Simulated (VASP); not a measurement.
Input of a VASP 6.6.1 run:

File INCAR:

```
ALGO     = Normal         # electronic algorithm
DIPOL    = 0.5 0.5 0.500
EDIFF    = 1E-7           # SCF threshold, eV
ENCUT    = 520            # plane-wave cutoff, eV
GGA      = PE             # functional
IDIPOL   = 3            
ISIF     = 2              # what is computed and relaxed
ISMEAR   = 0              # smearing method
IVDW     = 12             # dispersion correction
LASPH    = True           # aspherical terms in the spheres
LCHARG   = False          # write CHGCAR
LDIPOL   = True         
LREAL    = False          # projectors in reciprocal space
LWAVE    = False          # write WAVECAR
NBANDS   = 12             # bands
NELM     = 80             # most SCF steps
PREC     = Accurate       # precision mode
SIGMA    = 0.02           # smearing width, eV
```

The input KPOINTS:

```
k-points
0
Gamma
  9 9 1
```

Contents of POSCAR:

```
Sb
1.0
    3.9873114766      0.0000000000      0.0000000000
   -1.9936557383      3.4531130316      0.0000000000
    0.0000000000      0.0000000000     28.0000000000
Sb
2
Direct
    0.3333333333      0.6666666667      0.5299854677
    0.6666666667      0.3333333333      0.4700145323
```

Potentials or basis: VASP PAW PBE potentials, release 64 (Sb).

Command:

```sh
$ cat potpaw_PBE.64/Sb/POTCAR > POTCAR
$ mpirun -np 1 vasp_std > vasp.out
```

Q: What does it give for the dispersion energy per atom?

A: -0.246 eV.

Q: Predict the band gap on the k mesh.

A: 0.95 eV, indirect (least direct gap 1.75 eV).

Forces on the atoms (eV/Å):
```
Sb   0.000  0.000  0.099
Sb   0.000  0.000 -0.099
```

Caveat: the cell differs from its parent crystal (biaxial strain -0.020, then relaxed in part); spin-orbit coupling is left out, which moves the levels of the heavy elements.
